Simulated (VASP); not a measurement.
SrFe3, 4 atoms in the cell. It takes space group Pm-3m (No. 221, cubic). Conventional cell: a = 3.974 Å, b = 3.974 Å, c = 3.974 Å, α = 90.00°, β = 90.00°, γ = 90.00°. Sr (site symmetry m-3m) has 12 Fe at 2.81 Å within 3.7 Å. Fe (site symmetry 4/mmm) has 4 Sr at 2.81 Å and 8 Fe at 2.81 Å within 3.7 Å.  This cell differs from its parent crystal: volume scaled by 0.980.

```yaml
Program: VASP 6.6.1
Task: single point
Functional: PBEsol
Potentials_or_basis: VASP PAW PBE potentials, release 64 (Sr_sv, Fe)
Cutoff: 520 eV
k_mesh: 8 × 8 × 8
Occupations: gaussian, width 0.05 eV
Spin: collinear spin, ferromagnetic start
Starting_moments: "[0.0, 2.84, 2.84, 2.84] μB"
Dipole_correction: no
Further_INCAR_settings: ALGO = Normal; EDIFF = 1e-06; NBANDS = 29
```

Potentials or basis: VASP PAW PBE potentials, release 64 (Sr_sv, Fe).

Command:

```console
$ cat potpaw_PBE.64/Sr_sv/POTCAR potpaw_PBE.64/Fe/POTCAR > POTCAR
$ mpirun -np 1 vasp_std > vasp.out
```

Hardware: 1 thread of Oxide Virtual Turin-like Processor (shared host).

Problem. Estimate the wall time of this run.

Solution. It took 2.5 min on 1 thread of Oxide Virtual Turin-like Processor, on a shared host, peak memory 0.21 GiB. Counts: scf iterations 17, k points 35.
